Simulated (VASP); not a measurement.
# Te (Pmmn) in VASP: single point with PBE

Aim: the single point of Te with PBE.

Everything below comes from runs of VASP 6.6.1. Logs are shortened: lines on timing, memory, paths and dates and some standing lists are left out, and cuts for length are marked.

## Step 1: The cell of the first run

Symmetry: Pmmn, No. 59, orthorhombic system. The conventional cell has a = 5.020 Å, b = 6.619 Å, c = 3.948 Å, α = 90.00°, β = 90.00°, γ = 90.00°. Te (site symmetry m) has 3 Te at 2.66 to 2.79 Å within 3.5 Å.

## Step 2: Single point, PBE

INCAR reads:

```
SYSTEM = Te
PREC = Accurate ; ENCUT = 520
EDIFF = 1E-6 ; ISMEAR = 0
SIGMA = 0.1 ; LREAL = .False.
LASPH = .True. ; NELM = 60
ALGO = Normal ; ISIF = 2
LWAVE = .False. ; LCHARG = .False.
GGA = PE ; NBANDS = 20
```

KPOINTS reads:

```
regular mesh
0
Gamma
  4 4 4
  0 0 0
```

POSCAR reads:

```
Te
1.0
    5.0197709700      0.0000000000      0.0000000000
    0.0000000000      6.6187621400      0.0000000000
    0.0000000000      0.0000000000      3.9475309000
Te
4
Direct
    0.0000000000      0.2894311200      0.4093574600
    0.0000000000      0.7105688800      0.4093574600
    0.5000000000      0.2105688800      0.5906425400
    0.5000000000      0.7894311200      0.5906425400
```

Potentials or basis: VASP PAW PBE potentials, release 64 (Te).

Started as:

```console
cat potpaw_PBE.64/Te/POTCAR > POTCAR
mpirun -np 1 vasp_std > vasp.out
```

OUTCAR:

```text
SYSTEM = Te
   PREC = Accurate
   ENCUT = 520
   EDIFF = 1E-6
   ISMEAR = 0
   LREAL = .False.
   LASPH = .True.
   NELM = 60
   ISIF = 2
   GGA = PE

 ion  position               nearest neighbor table
   1  0.000  0.289  0.409-   3 2.66   3 2.66   2 2.79
   2  0.000  0.711  0.409-   4 2.66   4 2.66   1 2.79
   3  0.500  0.211  0.591-   1 2.66   1 2.66   4 2.79
   4  0.500  0.789  0.591-   2 2.66   2 2.66   3 2.79

  LATTYP: Found a simple orthorhombic cell.
 ALAT       =     3.9475309000
 B/A-ratio  =     1.2716229707
 C/A-ratio  =     1.6766840609

  Lattice vectors:

 A1 = (   0.0000000000,   0.0000000000,   3.9475309000)
 A2 = (   5.0197709700,   0.0000000000,   0.0000000000)
 A3 = (   0.0000000000,   6.6187621400,   0.0000000000)

Analysis of symmetry for initial positions (statically):
=====================================================================
 Subroutine PRICEL returns:
 Original cell was already a primitive cell.

 Routine SETGRP: Setting up the symmetry group for a
 simple orthorhombic supercell.

 Subroutine GETGRP returns: Found  8 space group operations
 (whereof  4 operations were pure point group operations)
 out of a pool of  8 trial point group operations.

The static configuration has the point symmetry C_2v.
 The point group associated with its full space group is D_2h.

Analysis of symmetry for dynamics (positions and initial velocities):
=====================================================================
 Subroutine PRICEL returns:
 Original cell was already a primitive cell.

 Routine SETGRP: Setting up the symmetry group for a
 simple orthorhombic supercell.

 Subroutine GETGRP returns: Found  8 space group operations
 (whereof  4 operations were pure point group operations)
 out of a pool of  8 trial point group operations.

The dynamic configuration has the point symmetry C_2v.
 The point group associated with its full space group is D_2h.

 Subroutine INISYM returns: Found  8 space group operations
 (whereof  4 operations are pure point group operations),
 and found     1 'primitive' translations

----------------------------------------------------------------------------------------

                                     Primitive cell

  volume of cell :     131.1554

  direct lattice vectors                    reciprocal lattice vectors
     5.019770970  0.000000000  0.000000000     0.199212276  0.000000000  0.000000000
     0.000000000  6.618762140  0.000000000     0.000000000  0.151085653  0.000000000
[... 86 lines left out ...]
   LASPH  =      T    aspherical Exc in radial PAW
   ENCUT  =  520.0 eV  38.22 Ry    6.18 a.u.   9.33 12.31  7.34*2*pi/ulx,y,z
   NELM   =     60;   NELMIN=  2; NELMDL= -5     # of ELM steps
   EDIFF  = 0.1E-05   stopping-criterion for ELM
   LREAL  =      F    real-space projection
   EDIFFG = 0.1E-04   stopping-criterion for IOM
   NSW    =      0    number of steps for IOM
   IBRION =     -1    ionic relax: 0-MD 1-quasi-New 2-CG
   NFREE  =      0    steps in history (QN), initial steepest desc. (CG)
   ISIF   =      2    stress and relaxation
   ISYM   =      2    0-nonsym 1-usesym 2-fastsym
   POTIM  = 0.5000    time-step for ionic-motion
   TEBEG  =    0.0;   TEEND  =   0.0 temperature during run
   PSTRESS=    0.0 pullay stress
   NELECT =      24.0000    total number of electrons
   NUPDOWN=      -1.0000    fix difference up-down
   EMIN   =  10.00;   EMAX   =-10.00  energy-range for DOS
   EFERMI =   0.00;   METHOD = LEGACY
   ISMEAR =     0;   SIGMA  =   0.10  broadening in eV -4-tet -1-fermi 0-gaus
   EFERMI_NEDOS =   21; number of points for ismear=-14 and -15
   IALGO  =     38    algorithm
   IMIX   =      4    mixing-type and parameters
     AMIX     =   0.40;   BMIX     =  1.00
     AMIX_MAG =   1.60;   BMIX_MAG =  1.00
  volume/ion in A,a.u.               =      32.79       221.27
  Fermi-wavevector in a.u.,A,eV,Ry     =   0.929430  1.756367 11.753249  0.863839
  Thomas-Fermi vector in A             =   2.055711
   LORBIT       =      0    0 simple, 1 ext, 2 COOP (PROOUT), +10 PAW based schemes
   GGA     = PE    functional components
   LHFCALC =     F    Hartree Fock is set to
   AEXX    =    0.0000 exact exchange contribution
   IVDW    =     0    specifies the selected vdW correction
   LEPSILON=     F    determine dielectric tensor
   LRPA    =     F    only Hartree local field effects (RPA)
 non-spin polarized calculation
 Gauss-broadening in eV      SIGMA  =   0.10
  energy-cutoff  :      520.00
  volume of cell :      131.16
 maximum number of plane-waves:      3566
 NGX is ok and might be reduce to    40
   NGX = 19   NGY = 25   NGZ = 15

 number of electron      24.0000001 magnetization

 Free energy of the ion-electron system (eV)
  ---------------------------------------------------
  ext. energy  EPLUGINS =         0.00000000
  ---------------------------------------------------
  free energy    TOTEN  =        -9.83024207 eV

  energy without entropy =       -9.81123903  energy(sigma->0) =       -9.82074055

 E-fermi :   6.4815     XC(G=0):  -9.0745

 val. band max:        6.4447333263   @ k =   0.0000   0.2500   0.5000
 cond. band min:       6.5170635135   @ k =   0.5000   0.2500   0.2500
 fundamental gap:      0.0723301872
 Fermi energy:         6.4815370754

 k-point     1 :       0.0000    0.0000    0.0000
  band No.  band energies     occupation
      1      -8.3141      2.00000
      2      -6.5421      2.00000
      3      -4.3203      2.00000
      4      -1.3358      2.00000
      5      -0.5022      2.00000
      6       0.7442      2.00000
[... 541 lines left out ...]
     19      13.7691      0.00000
     20      13.7691      0.00000

 [... further k-points ...]
[... 5 lines left out ...]
  --------------------------------------------------------------------------------------
  -------------------------------------------------------------------------------------
  Total       20.1818636     10.5609971      4.6534766      0.0000000      0.0000000      0.0000000
  in kB      246.5390028    129.0117572     56.8462606      0.0000000      0.0000000      0.0000000
  external PRESSURE =     144.1323402 kB  Pullay stress =       0.0000000 kB

 VOLUME and BASIS-vectors are now :
 -----------------------------------------------------------------------------
  energy-cutoff  :      520.00
  volume of cell :      131.16
      direct lattice vectors                 reciprocal lattice vectors
     5.019770970  0.000000000  0.000000000     0.199212276  0.000000000  0.000000000
     0.000000000  6.618762140  0.000000000     0.000000000  0.151085653  0.000000000
     0.000000000  0.000000000  3.947530900     0.000000000  0.000000000  0.253322906

 POSITION                                       TOTAL-FORCE (eV/Angst)
 -----------------------------------------------------------------------------------
      0.00000      1.91568      1.61595         0.000000     -1.510687     -1.261249
      0.00000      4.70309      1.61595         0.000000      1.510687     -1.261249
      2.50989      1.39371      2.33158        -0.000000      1.510687      1.261249
      2.50989      5.22506      2.33158        -0.000000     -1.510687      1.261249
 -----------------------------------------------------------------------------------
    total drift:                                0.000000      0.000000      0.000000

  FREE ENERGIE OF THE ION-ELECTRON SYSTEM (eV)
  ---------------------------------------------------
  free  energy   TOTEN  =        -9.8302420726 eV

  energy  without entropy=       -9.8112390331  energy(sigma->0) =       -9.82074055
```

Wall time 58 s (1 thread of Intel Xeon Platinum 8175M at 2.50GHz (Skylake/Cascade Lake), shared host); peak memory 0.25 GiB.

What came out:

```
Free energy            : -9.8302 eV
Pressure               : 14.4 GPa
Largest force          : 1.968 eV/Å
Band gap on the k mesh : zero (band 12 reaches 7.14 eV, above the bottom of band 13 at 6.21 eV)
```

Forces in eV/Å, atoms in the order of the input:
```
Te   0.000 -1.511 -1.261
Te   0.000  1.511 -1.261
Te   0.000  1.511  1.261
Te   0.000 -1.511  1.261
```

Levels at points of the mesh, in eV from the Fermi level:
| k point | band 8 | band 9 | band 10 | band 11 | band 12 | band 13 | band 14 | band 15 | band 16 | band 17 |
| --- | --- | --- | --- | --- | --- | --- | --- | --- | --- | --- |
| (0.00, 0.00, 0.00) | -3.57 | -2.31 | -0.88 | -0.79 | 0.27 | 0.79 | 1.17 | 4.17 | 4.20 | 5.35 |
| (0.50, 0.00, 0.00) | -2.22 | -1.11 | -1.11 | 0.65 | 0.65 | 1.32 | 1.32 | 2.60 | 2.60 | 3.81 |
| (0.00, 0.50, 0.00) | -4.03 | -1.78 | -1.78 | -0.07 | -0.07 | 0.43 | 0.43 | 3.12 | 3.12 | 5.16 |
| (0.50, 0.50, 0.00) | -2.21 | -1.80 | -1.80 | -0.90 | -0.90 | 1.48 | 1.48 | 1.57 | 1.57 | 4.32 |
| (0.00, 0.00, 0.50) | -4.56 | -3.67 | -3.37 | -1.84 | -0.22 | 0.67 | 0.78 | 2.52 | 3.21 | 3.36 |
| (0.50, 0.00, 0.50) | -4.46 | -3.25 | -3.25 | 0.56 | 0.56 | 1.42 | 1.42 | 2.80 | 2.80 | 3.12 |
| (0.00, 0.50, 0.50) | -4.69 | -3.45 | -3.45 | -1.24 | -1.24 | 0.71 | 0.71 | 1.89 | 1.89 | 4.90 |
| (0.50, 0.50, 0.50) | -3.93 | -3.59 | -3.59 | -0.94 | -0.94 | 1.43 | 1.43 | 1.73 | 1.73 | 5.03 |

Caveat: the k points lie up to 0.40 Å⁻¹ apart; spin-orbit coupling is left out, which moves the levels of the heavy elements; this functional lacks dispersion, which binds the layers, so the pressure and a relaxed spacing across them are unreliable; forces of over 1 eV/Å act on the atoms, so gaps and moduli don't describe the material at rest.
